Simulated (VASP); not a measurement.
# NaI (Fm-3m) in VASP: further runs

NaI is run at these levels: PBE, r2SCAN; tasks: single point.

Everything below comes from runs of VASP 6.6.1. Logs are shortened: lines on timing, memory, paths and dates and some standing lists are left out, and cuts for length are marked.

### 1 The cell of the first run

The structure is cubic, space group Fm-3m (No. 225). The conventional cell has a = 6.653 Å, b = 6.653 Å, c = 6.653 Å, α = 90.00°, β = 90.00°, γ = 90.00°. Na (site symmetry m-3m) has 6 I at 3.33 Å within 4.4 Å. I (site symmetry m-3m) has 6 Na at 3.33 Å within 4.4 Å.

### 2 Single point, PBE (36.80 Å³/atom)

INCAR reads:

```
SYSTEM = NaI
PREC = Accurate
ENCUT = 520
EDIFF = 1E-7
ISMEAR = 0
SIGMA = 0.01
LREAL = .False.
LASPH = .True.
NELM = 80
ALGO = Normal
ISIF = 2
LWAVE = .False.
LCHARG = .False.
GGA = PE
NBANDS = 14
```

KPOINTS reads:

```
Automatic mesh
0
Gamma
  6 6 6
  0 0 0
```

POSCAR reads:

```
NaI
1.0
    0.0000000000      3.3263297471      3.3263297471
    3.3263297471      0.0000000000      3.3263297471
    3.3263297471      3.3263297471      0.0000000000
Na I
1 1
Direct
    0.0000000000      0.0000000000      0.0000000000
    0.5000000000      0.5000000000      0.5000000000
```

Potentials or basis: VASP PAW PBE potentials, release 64 (Na_pv, I).

The run is started by

```sh
$ cat potpaw_PBE.64/Na_pv/POTCAR potpaw_PBE.64/I/POTCAR > POTCAR
$ mpirun -np 1 vasp_std > vasp.out
```

OUTCAR:

```text
SYSTEM = NaI
   PREC = Accurate
   ENCUT = 520
   EDIFF = 1E-7
   ISMEAR = 0
   LREAL = .False.
   LASPH = .True.
   NELM = 80
   ISIF = 2
   GGA = PE

 ion  position               nearest neighbor table
   1  0.000  0.000  0.000-
   2  0.500  0.500  0.500-

  LATTYP: Found a face centered cubic cell.
 ALAT       =     6.6526594942

  Lattice vectors:

 A1 = (   0.0000000000,   3.3263297471,   3.3263297471)
 A2 = (   3.3263297471,   0.0000000000,   3.3263297471)
 A3 = (   3.3263297471,   3.3263297471,   0.0000000000)

Analysis of symmetry for initial positions (statically):
=====================================================================
 Subroutine PRICEL returns:
 Original cell was already a primitive cell.

 Routine SETGRP: Setting up the symmetry group for a
 face centered cubic supercell.

 Subroutine GETGRP returns: Found 48 space group operations
 (whereof 48 operations were pure point group operations)
 out of a pool of 48 trial point group operations.

The static configuration has the point symmetry O_h .

Analysis of symmetry for dynamics (positions and initial velocities):
=====================================================================
 Subroutine PRICEL returns:
 Original cell was already a primitive cell.

 Routine SETGRP: Setting up the symmetry group for a
 face centered cubic supercell.

 Subroutine GETGRP returns: Found 48 space group operations
 (whereof 48 operations were pure point group operations)
 out of a pool of 48 trial point group operations.

The dynamic configuration has the point symmetry O_h .

 Subroutine INISYM returns: Found 48 space group operations
 (whereof 48 operations are pure point group operations),
 and found     1 'primitive' translations

----------------------------------------------------------------------------------------

                                     Primitive cell

  volume of cell :      73.6081

  direct lattice vectors                    reciprocal lattice vectors
     0.000000000  3.326329747  3.326329747    -0.150315825  0.150315825  0.150315825
     3.326329747  0.000000000  3.326329747     0.150315825 -0.150315825  0.150315825
     3.326329747  3.326329747  0.000000000     0.150315825  0.150315825 -0.150315825

  length of vectors
     4.704140641  4.704140641  4.704140641     0.260354646  0.260354646  0.260354646

  position of ions in fractional coordinates (direct lattice)
     0.000000000  0.000000000  0.000000000
     0.500000000  0.500000000  0.500000000
[... 77 lines left out ...]
   TEBEG  =    0.0;   TEEND  =   0.0 temperature during run
   PSTRESS=    0.0 pullay stress
   NELECT =      14.0000    total number of electrons
   NUPDOWN=      -1.0000    fix difference up-down
   EMIN   =  10.00;   EMAX   =-10.00  energy-range for DOS
   EFERMI =   0.00;   METHOD = LEGACY
   ISMEAR =     0;   SIGMA  =   0.01  broadening in eV -4-tet -1-fermi 0-gaus
   EFERMI_NEDOS =   21; number of points for ismear=-14 and -15
   IALGO  =     38    algorithm
   IMIX   =      4    mixing-type and parameters
     AMIX     =   0.40;   BMIX     =  1.00
     AMIX_MAG =   1.60;   BMIX_MAG =  1.00
  volume/ion in A,a.u.               =      36.80       248.37
  Fermi-wavevector in a.u.,A,eV,Ry     =   0.941475  1.779130 12.059871  0.886376
  Thomas-Fermi vector in A             =   2.068990
   LORBIT       =      0    0 simple, 1 ext, 2 COOP (PROOUT), +10 PAW based schemes
   GGA     = PE    functional components
   LHFCALC =     F    Hartree Fock is set to
   AEXX    =    0.0000 exact exchange contribution
   IVDW    =     0    specifies the selected vdW correction
   LEPSILON=     F    determine dielectric tensor
   LRPA    =     F    only Hartree local field effects (RPA)
 non-spin polarized calculation
 Gauss-broadening in eV      SIGMA  =   0.01
  energy-cutoff  :      520.00
  volume of cell :       73.61
 maximum number of plane-waves:      2012
   NGX = 17   NGY = 17   NGZ = 17

 number of electron      14.0000009 magnetization

 Free energy of the ion-electron system (eV)
  ---------------------------------------------------
  ext. energy  EPLUGINS =         0.00000000
  ---------------------------------------------------
  free energy    TOTEN  =        -5.37801148 eV

  energy without entropy =       -5.37801148  energy(sigma->0) =       -5.37801148

 E-fermi :   0.3181     XC(G=0):  -7.3784

 val. band max:        0.2663548594   @ k =   0.0000   0.0000   0.0000
 cond. band min:       3.7032829117   @ k =   0.0000   0.0000   0.0000
 fundamental gap:      3.4369280523
 Fermi energy:         0.3181064416

 k-point     1 :       0.0000    0.0000    0.0000
  band No.  band energies     occupation
      1     -22.2864      2.00000
      2     -22.2864      2.00000
      3     -22.2864      2.00000
      4     -10.5575      2.00000
      5       0.2664      2.00000
      6       0.2664      2.00000
      7       0.2664      2.00000
      8       3.7033      0.00000
      9       8.1846      0.00000
     10       8.1846      0.00000
     11       8.1846      0.00000
     12       9.8732      0.00000
     13       9.8732      0.00000
     14      10.6297      0.00000
[... 241 lines left out ...]
      1     -22.2887      2.00000
      2     -22.2879      2.00000
      3     -22.2876      2.00000
      4     -10.2487      2.00000
      5      -1.1752      2.00000
      6      -0.6810      2.00000
      7      -0.4954      2.00000
      8       5.4744      0.00000
      9       6.7811      0.00000
     10       8.5641      0.00000
     11       8.6271      0.00000
     12      11.3966      0.00000
     13      12.3053      0.00000
     14      12.4272      0.00000

------------------------ aborting loop because EDIFF is reached ----------------------------------------

  FORCE on cell =-STRESS in cart. coord.  units (eV):
  Direction    XX          YY          ZZ          XY          YZ          ZX
  --------------------------------------------------------------------------------------
  -------------------------------------------------------------------------------------
  Total       -0.3397679     -0.3397679     -0.3397679      0.0000000      0.0000000      0.0000000
  in kB       -7.3954906     -7.3954906     -7.3954906      0.0000000      0.0000000      0.0000000
  external PRESSURE =      -7.3954906 kB  Pullay stress =       0.0000000 kB

 VOLUME and BASIS-vectors are now :
 -----------------------------------------------------------------------------
  energy-cutoff  :      520.00
  volume of cell :       73.61
      direct lattice vectors                 reciprocal lattice vectors
     0.000000000  3.326329747  3.326329747    -0.150315825  0.150315825  0.150315825
     3.326329747  0.000000000  3.326329747     0.150315825 -0.150315825  0.150315825
     3.326329747  3.326329747  0.000000000     0.150315825  0.150315825 -0.150315825

 POSITION                                       TOTAL-FORCE (eV/Angst)
 -----------------------------------------------------------------------------------
      0.00000      0.00000      0.00000         0.000000     -0.000000      0.000000
      3.32633      3.32633      3.32633        -0.000000      0.000000     -0.000000
 -----------------------------------------------------------------------------------
    total drift:                                0.000000      0.000000      0.000000

  FREE ENERGIE OF THE ION-ELECTRON SYSTEM (eV)
  ---------------------------------------------------
  free  energy   TOTEN  =        -5.3780114848 eV

  energy  without entropy=       -5.3780114848  energy(sigma->0) =       -5.37801148
```

stdout:

```text
POSCAR found type information on POSCAR NaI
 POSCAR found :  2 types and       2 ions
 scaLAPACK will be used
 LDA part: xc-table for (Slater+PW92), standard interpolation
 POSCAR, INCAR and KPOINTS ok, starting setup
 FFT: planning ... GRIDC
 FFT: planning ... GRID_SOFT
 FFT: planning ... GRID
 WAVECAR not read
 entering main loop
```

Wall time 29 s (1 thread of Intel Xeon 8259CL, shared host); peak memory 0.21 GiB.

Results:

```yaml
Free_energy: -5.3780 eV
Pressure: -0.7 GPa
Band_gap_on_the_k_mesh: 3.44 eV
```

Caveat: spin-orbit coupling is left out, which moves the levels of the heavy elements.

### 3 Single point, r2SCAN (31.67 Å³/atom)

This run uses another cell than the first one, of 31.67 Å³/atom.

POSCAR reads:

```
NaI
1.0
    0.0000000000      3.1637893945      3.1637893945
    3.1637893945      0.0000000000      3.1637893945
    3.1637893945      3.1637893945      0.0000000000
Na I
1 1
Direct
    0.0000000000      0.0000000000      0.0000000000
    0.5000000000      0.5000000000      0.5000000000
```

INCAR.step1 reads:

```
SYSTEM = NaI
PREC = Accurate
ENCUT = 520
ISMEAR = 0
SIGMA = 0.01
LREAL = .FALSE.
LASPH = .TRUE.
NELM = 100
NBANDS = 14
GGA = PE
ALGO = Normal
EDIFF = 1E-4
LWAVE = .TRUE.
LCHARG = .FALSE.
```

INCAR.step2 reads:

```
SYSTEM = NaI
PREC = Accurate
ENCUT = 520
EDIFF = 1E-7
ISMEAR = 0
SIGMA = 0.01
LREAL = .FALSE.
LASPH = .TRUE.
NELM = 100
ALGO = Normal
ISIF = 2
LWAVE = .FALSE.
LCHARG = .FALSE.
METAGGA = R2SCAN
LMIXTAU = .TRUE.
NBANDS = 14
ISTART = 1
```

KPOINTS reads:

```
Automatic mesh
0
G
  6 6 6
  0 0 0
```

Potentials or basis: VASP PAW PBE potentials, release 64 (Na_pv, I).

The run is started by

```sh
$ cat potpaw_PBE.64/Na_pv/POTCAR potpaw_PBE.64/I/POTCAR > POTCAR
$ cp INCAR.step1 INCAR
$ mpirun -np 1 vasp_std > vasp.out
$ cp INCAR.step2 INCAR
$ mpirun -np 1 vasp_std > vasp.out
```

OUTCAR:

```text
SYSTEM = NaI
   PREC = Accurate
   ENCUT = 520
   EDIFF = 1E-7
   ISMEAR = 0
   LREAL = .FALSE.
   LASPH = .TRUE.
   NELM = 100
   ISIF = 2
   METAGGA = R2SCAN
   ISTART = 1

 ion  position               nearest neighbor table
   1  0.000  0.000  0.000-   2 3.16   2 3.16   2 3.16   2 3.16   2 3.16   2 3.16
   2  0.500  0.500  0.500-   1 3.16   1 3.16   1 3.16   1 3.16   1 3.16   1 3.16

  LATTYP: Found a face centered cubic cell.
 ALAT       =     6.3275787890

  Lattice vectors:

[... 450 lines left out ...]

  FORCE on cell =-STRESS in cart. coord.  units (eV):
  Direction    XX          YY          ZZ          XY          YZ          ZX
  --------------------------------------------------------------------------------------
  -------------------------------------------------------------------------------------
  Total        0.4555538      0.4555538      0.4555538     -0.0000000     -0.0000000     -0.0000000
  in kB       11.5238495     11.5238495     11.5238495     -0.0000000     -0.0000000     -0.0000000
  external PRESSURE =      11.5238495 kB  Pullay stress =       0.0000000 kB

 VOLUME and BASIS-vectors are now :
 -----------------------------------------------------------------------------
  energy-cutoff  :      520.00
  volume of cell :       63.34
      direct lattice vectors                 reciprocal lattice vectors
     0.000000000  3.163789395  3.163789395    -0.158038332  0.158038332  0.158038332
     3.163789395  0.000000000  3.163789395     0.158038332 -0.158038332  0.158038332
     3.163789395  3.163789395  0.000000000     0.158038332  0.158038332 -0.158038332

 POSITION                                       TOTAL-FORCE (eV/Angst)
 -----------------------------------------------------------------------------------
      0.00000      0.00000      0.00000         0.000000      0.000000     -0.000000
      3.16379      3.16379      3.16379         0.000000      0.000000      0.000000
 -----------------------------------------------------------------------------------
    total drift:                                0.000000      0.000000      0.000000

  FREE ENERGIE OF THE ION-ELECTRON SYSTEM (eV)
  ---------------------------------------------------
  free  energy   TOTEN  =       -31.0734839694 eV

  energy  without entropy=      -31.0734839694  energy(sigma->0) =      -31.07348397
```

Wall time 2.5 min (1 thread of Intel Xeon 8259CL, shared host); peak memory 0.22 GiB.

What came out:

```
Free energy            : -31.0735 eV
Pressure               : 1.2 GPa
Band gap on the k mesh : 4.66 eV
```

Levels at points of the mesh, in eV from the valence-band top:
| k point | band 5 | band 6 | band 7 | band 8 | band 9 | band 10 |
| --- | --- | --- | --- | --- | --- | --- |
| (0.00, 0.00, 0.00) | 0.00 | 0.00 | 0.00 | 4.66 | 8.47 | 8.47 |
| (0.50, 0.00, 0.00) | -2.44 | -0.34 | -0.34 | 5.72 | 8.12 | 8.12 |
| (0.50, 0.50, 0.00) | -2.17 | -0.86 | -0.86 | 5.27 | 5.89 | 11.21 |

Caveat: the PAW data sets were made with another functional, which shifts forces and pressure a little; spin-orbit coupling is left out, which moves the levels of the heavy elements.

### 4 Single point, r2SCAN (32.68 Å³/atom)

This run uses another cell than the first one, of 32.68 Å³/atom.

POSCAR reads:

```
NaI
1.0
    0.0000000000      3.1970948882      3.1970948882
    3.1970948882      0.0000000000      3.1970948882
    3.1970948882      3.1970948882      0.0000000000
Na I
1 1
Direct
    0.0000000000      0.0000000000      0.0000000000
    0.5000000000      0.5000000000      0.5000000000
```

INCAR.step1 reads:

```
  PREC = Accurate
  ENCUT = 520
  ISMEAR = 0
  SIGMA = 0.01
  LREAL = False
  LASPH = True
  NELM = 60
  NBANDS = 14
  GGA = PE
  ALGO = Normal
  EDIFF = 1E-4
  LWAVE = True
  LCHARG = False
```

INCAR.step2 reads:

```
  PREC = Accurate
  ENCUT = 520
  EDIFF = 1E-6
  ISMEAR = 0
  SIGMA = 0.01
  LREAL = False
  LASPH = True
  NELM = 60
  ALGO = Normal
  ISIF = 2
  LWAVE = False
  LCHARG = True
  METAGGA = R2SCAN
  LMIXTAU = True
  LELF = True
  LVHAR = True
  NBANDS = 14
  ISTART = 1
```

KPOINTS reads:

```
Automatic mesh
0
Gamma
  6 6 6
```

The run is started by

```sh
$ cat potpaw_PBE.64/Na_pv/POTCAR potpaw_PBE.64/I/POTCAR > POTCAR
$ cp INCAR.step1 INCAR
$ mpirun -np 1 vasp_std > vasp.out
$ cp INCAR.step2 INCAR
$ mpirun -np 1 vasp_std > vasp.out
```

It took 2 min on 1 thread of Intel Xeon 8259CL, shared host; peak memory 0.22 GiB.

Results (log left out):

```yaml
Free_energy: -31.0834 eV
Pressure: 0.5 GPa
Band_gap_on_the_k_mesh: 4.55 eV
```

Levels at points of the mesh, in eV from the valence-band top:
```csv
k point,band 3,band 4,band 5,band 6,band 7,band 8,band 9,band 10,band 11,band 12
"(0.00, 0.00, 0.00)",-23.22,-11.45,0.00,0.00,0.00,4.55,8.47,8.47,8.47,10.38
"(0.50, 0.00, 0.00)",-23.22,-11.07,-2.32,-0.32,-0.32,5.71,8.10,8.10,10.06,11.16
"(0.50, 0.50, 0.00)",-23.22,-10.98,-2.06,-0.81,-0.81,5.25,5.96,10.99,12.29,12.53
```

Caveat: the PAW data sets were made with another functional, which shifts forces and pressure a little; spin-orbit coupling is left out, which moves the levels of the heavy elements.

### 5 Single point, r2SCAN

This run uses another cell than the first one, of 33.69 Å³/atom.

POSCAR reads:

```
NaI
1.0
    0.0000000000      3.2297205588      3.2297205588
    3.2297205588      0.0000000000      3.2297205588
    3.2297205588      3.2297205588      0.0000000000
Na I
1 1
Direct
    0.0000000000      0.0000000000      0.0000000000
    0.5000000000      0.5000000000      0.5000000000
```

INCAR.step1 reads:

```
PREC = Accurate ; ENCUT = 520
ISMEAR = 0 ; SIGMA = 0.01
LREAL = F ; LASPH = T
NELM = 100 ; NBANDS = 14
GGA = PE ; ALGO = Normal
EDIFF = 1E-4 ; LWAVE = T
LCHARG = F
```

INCAR.step2 reads:

```
PREC = Accurate ; ENCUT = 520
EDIFF = 1E-7 ; ISMEAR = 0
SIGMA = 0.01 ; LREAL = F
LASPH = T ; NELM = 100
ALGO = Normal ; ISIF = 2
LWAVE = F ; LCHARG = F
METAGGA = R2SCAN ; LMIXTAU = T
NBANDS = 14 ; ISTART = 1
```

KPOINTS is that of step 4.

The run is started by

```sh
$ cat potpaw_PBE.64/Na_pv/POTCAR potpaw_PBE.64/I/POTCAR > POTCAR
$ cp INCAR.step1 INCAR
$ mpirun -np 1 vasp_std > vasp.out
$ cp INCAR.step2 INCAR
$ mpirun -np 1 vasp_std > vasp.out
```

It took 2.5 min on 1 thread of Intel Xeon 8259CL, shared host; peak memory 0.22 GiB.

Results (log left out):

* Free energy: -31.0858 eV
* Pressure: -0.1 GPa
* Band gap on the k mesh: 4.46 eV

Levels at points of the mesh, in eV from the valence-band top:
```csv
k point,band 3,band 4,band 5,band 6,band 7,band 8,band 9,band 10,band 11,band 12
"(0.00, 0.00, 0.00)",-23.24,-11.36,0.00,0.00,0.00,4.46,8.47,8.47,8.47,10.34
"(0.50, 0.00, 0.00)",-23.24,-11.02,-2.21,-0.30,-0.30,5.70,8.08,8.08,9.83,11.07
"(0.50, 0.50, 0.00)",-23.25,-10.94,-1.95,-0.77,-0.77,5.23,6.01,10.77,12.19,12.33
```

Caveat: the PAW data sets were made with another functional, which shifts forces and pressure a little; spin-orbit coupling is left out, which moves the levels of the heavy elements.

(Part 1 of 2 ends here.)
